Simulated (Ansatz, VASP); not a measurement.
PbSe: VASP beside Ansatz

```
Pb Se
1.0
    -2.19844    2.19844    3.10908
     2.19844   -2.19844    3.10908
     2.19844    2.19844   -3.10908
Pb Se
1 1
Direct
  0.12222 0.12222 0.00000
  0.62344 0.62344 0.00000
```

Alike in both runs: task single point; functional LDA; k mesh 12 × 12 × 12; occupations gaussian, width 0.02 eV; no spin polarisation.

|  | VASP | Ansatz |
| --- | --- | --- |
| version | VASP 6.6.1 | Ansatz 0.2.0 |
| potentials or method | VASP PAW LDA potentials, release 64 (Pb_d, Se), cutoff 520 eV | scalar-relativistic, plane waves, PAW |
| valence electrons in the cell | 20 | 30 |

Ansatz gave:

```
gap on the k mesh at the Fermi level (eV) : 0.32
least direct gap on the mesh (eV)         : 0.32
pressure (GPa)                            : -4.2
```

Question: Which values does VASP return?

Answer: gap on the k mesh at the Fermi level (eV): 0.31; least direct gap on the mesh (eV): 0.31; pressure (GPa): -4.1.

LDA's correlation is that of Perdew and Zunger in VASP and of Perdew and Wang (1992) in Ansatz. VASP's potentials hold 20 valence electrons a cell and Ansatz's 30, so a difference there can come from the potentials and not from the codes.

Spin-orbit coupling is off throughout.
